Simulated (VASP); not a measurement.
Set up this calculation in VASP 6.6.1, as the native input.

```yaml
Task: single point
Functional: PBE
Potentials_or_basis: VASP PAW PBE potentials, release 64 (F, Br, Na_pv)
Cutoff: 520 eV
k_mesh: 8 × 8 × 8
Occupations: gaussian, width 0.01 eV
Spin: no spin polarisation
Dipole_correction: no
Further_INCAR_settings: ALGO = Normal; EDIFF = 1e-06; NBANDS = 22
```

The structure of Na2BrF lies in POSCAR:

```
Na2BrF
1.0
    1.8799692527      1.0854007541      6.1284169707
   -1.8799692527      1.0854007541      6.1284169707
    0.0000000000     -2.1708015083      6.1284169706
F Br Na
1 1 2
Direct
    1.0000000000      0.0000000000      0.0000000000
    0.5000000000      0.5000000000      0.5000000000
    0.2673367675      0.2673367675      0.2673367675
    0.7326632325      0.7326632325      0.7326632325
```

One way to write it, as run:

INCAR

```
PREC = Accurate
ENCUT = 520
EDIFF = 1E-6
ISMEAR = 0
SIGMA = 0.01
LREAL = F
LASPH = T
NELM = 80
ALGO = Normal
ISIF = 2
LWAVE = F
LCHARG = F
GGA = PE
NBANDS = 22
```

KPOINTS

```
Automatic mesh
0
Gamma
  8 8 8
```

Potentials or basis: VASP PAW PBE potentials, release 64 (F, Br, Na_pv).

Run with:

```console
$ cat potpaw_PBE.64/F/POTCAR potpaw_PBE.64/Br/POTCAR potpaw_PBE.64/Na_pv/POTCAR > POTCAR
$ mpirun -np 1 vasp_std > vasp.out
```

Results of the run:

The pressure is 1.5 GPa and the largest force is 0.023 eV/Å. The band gap on the k mesh is 3.16 eV, direct.

It took 2.9 min on 1 thread of Intel(R) Xeon(R) Platinum 8488C (Sapphire Rapids), on a shared host, peak memory 0.37 GiB.
